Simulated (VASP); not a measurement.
Write the native input for VASP 6.6.1 that does the following.

```yaml
Task: relaxation of cell and atoms
Functional: PBE
Potentials_or_basis: VASP PAW PBE potentials, release 64 (Ti_sv)
Cutoff: 600 eV
k_mesh: 12 × 12 × 6
Occupations: fermi-dirac, width 0.02 eV
Spin: no spin polarisation
Dipole_correction: no
Further_INCAR_settings: ALGO = Normal; EDIFF = 1e-06; IBRION = 2; EDIFFG = -0.005; NSW = 80; ISIF = 3
```

The structure of Ti lies in POSCAR:

```
Ti
1.0
    2.9500000000      0.0000000000      0.0000000000
   -1.4750000000      2.5547749412      0.0000000000
    0.0000000000      0.0000000000      4.6800000000
Ti
2
Direct
    0.3333333333      0.6666666667      0.2500000000
    0.6666666667      0.3333333333      0.7500000000
```

The input as run:

INCAR

```
SYSTEM = Ti
PREC = Accurate
ENCUT = 600
EDIFF = 1E-6
ISMEAR = -1
SIGMA = 0.02
LREAL = .FALSE.
LASPH = .TRUE.
NELM = 100
ALGO = Normal
ISIF = 3
LWAVE = .FALSE.
LCHARG = .FALSE.
GGA = PE
IBRION = 2
NSW = 80
EDIFFG = -0.005
```

KPOINTS

```
Automatic mesh
0
G
  12 12 6
  0 0 0
```

Potentials or basis: VASP PAW PBE potentials, release 64 (Ti_sv).

Launch:

```bash
$ cat potpaw_PBE.64/Ti_sv/POTCAR > POTCAR
$ mpirun -np 1 vasp_std > vasp.out
```

Results of the run:

```
Relaxed volume                        : 17.35 Å³/atom
Relaxed cell                          : a = 2.934 Å, b = 2.934 Å, c = 4.654 Å, α = 90.00°, β = 90.00°, γ = 120.00°
Space group after relaxing (to 0.1 Å) : P6_3/mmc (No. 194)
Energy gained by relaxing             : 1.7 meV/atom
Ionic steps                           : 7
Pressure after relaxing               : 0.0 GPa
Band gap on the k mesh                : zero (bands 12 and 13 overlap by 1.00 eV)
```

Wall time 100 s on 1 thread of Intel(R) Xeon(R) 6975P-C (Granite Rapids) (shared host), peak memory 0.19 GiB.
